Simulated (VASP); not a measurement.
**Ti12H3S12N: single point with PBEsol**

System: Ti12H3S12N, a slab with vacuum.

```
CELL_PARAMETERS angstrom
6.53434 0.00000 0.00000
-3.26717 5.65891 0.00000
0.00000 0.00000 21.04265
ATOMIC_POSITIONS crystal
Ti 0.33334 0.16668 0.04752
Ti 0.33328 0.16668 0.19824
Ti 0.33329 0.16772 0.35768
Ti 0.33333 0.66667 0.04752
Ti 0.33325 0.66660 0.19815
Ti 0.33345 0.66709 0.35817
Ti 0.83334 0.16668 0.04752
Ti 0.83338 0.16671 0.19824
Ti 0.83435 0.16795 0.35772
Ti 0.83334 0.66667 0.04752
Ti 0.83333 0.66661 0.19822
Ti 0.83370 0.66760 0.35635
S 0.99996 0.99995 0.11629
S 0.00039 0.00060 0.27164
S 0.99936 0.99807 0.42247
S 0.99996 0.49999 0.11621
S 0.99953 0.49976 0.27091
S 0.00407 0.50006 0.41853
S 0.50000 0.99996 0.11625
S 0.50018 0.00078 0.27130
S 0.50123 0.00187 0.42211
S 0.50004 0.50001 0.11622
S 0.50000 0.49962 0.27100
S 0.49707 0.50063 0.41930
N 0.75088 0.48315 0.49844
H 0.82309 0.66096 0.48920
H 0.59483 0.42607 0.52212
H 0.86302 0.46283 0.52846
```

* Program: VASP 6.6.1
* Task: single point
* Functional: PBEsol
* Potentials or basis: VASP PAW PBE potentials, release 64 (Ti_sv, S, N, H)
* Cutoff: 520 eV
* k mesh: 2 × 2 × 1
* Occupations: fermi-dirac, width 0.05 eV
* Spin: no spin polarisation
* Dipole correction: no
* Further INCAR settings: LREAL = Auto; ALGO = Normal; EDIFF = 1e-06; NBANDS = 132

```json
{
  "Largest force": "2.654 eV/Å",
  "Band gap on the k mesh": "zero (bands 112 and 113 overlap by 0.19 eV)"
}
```

Forces on the atoms (eV/Å):
```
Ti   0.000 -0.006 -0.046
Ti  -0.006 -0.015 -0.315
Ti   0.044 -0.136 -1.393
Ti   0.002  0.006 -0.052
Ti  -0.008  0.009 -0.328
Ti   0.026  0.525 -1.575
Ti   0.001 -0.008 -0.051
Ti  -0.001 -0.018 -0.316
Ti  -0.046 -0.166 -1.468
Ti   0.002 -0.002 -0.048
Ti  -0.004  0.031 -0.337
Ti  -0.065  0.269 -1.972
S   -0.002  0.004  0.591
S    0.010  0.002  0.274
S    0.024 -0.023  0.630
S    0.008 -0.004  0.590
S   -0.037  0.034  0.196
S    0.579 -0.324 -0.071
S    0.003 -0.008  0.597
S   -0.016  0.041  0.222
S    0.049  0.103  0.685
S   -0.009 -0.002  0.589
S    0.023  0.027  0.194
S   -0.715 -0.183 -0.164
N    0.119 -0.010  2.651
H    0.027 -0.051  0.459
H   -0.104 -0.063  0.230
H    0.097 -0.032  0.230
```

Levels at points of the mesh, in eV from the Fermi level:
```
           k point  band 108  band 109  band 110  band 111  band 112  band 113  band 114  band 115  band 116  band 117
(0.00, 0.00, 0.00)     -0.33     -0.21     -0.10      0.03      0.22      0.22      0.32      0.32      0.32      0.56
(0.50, 0.00, 0.00)     -0.34     -0.26     -0.25     -0.11     -0.10      0.04      0.06      0.06      0.19      0.78
(0.00, 0.50, 0.00)     -0.34     -0.26     -0.22     -0.11     -0.11      0.03      0.06      0.07      0.17      0.78
(0.50, 0.50, 0.00)     -0.34     -0.26     -0.25     -0.11     -0.10      0.04      0.06      0.06      0.30      0.78
```

It took 37 min on 1 thread of Intel Xeon 8259CL (shared host), peak memory 0.96 GiB.

Caveat: the k points lie up to 0.56 Å⁻¹ apart; there is no dipole correction, which matters where the two faces differ; the PAW data sets were made with another functional, which shifts forces and pressure a little.
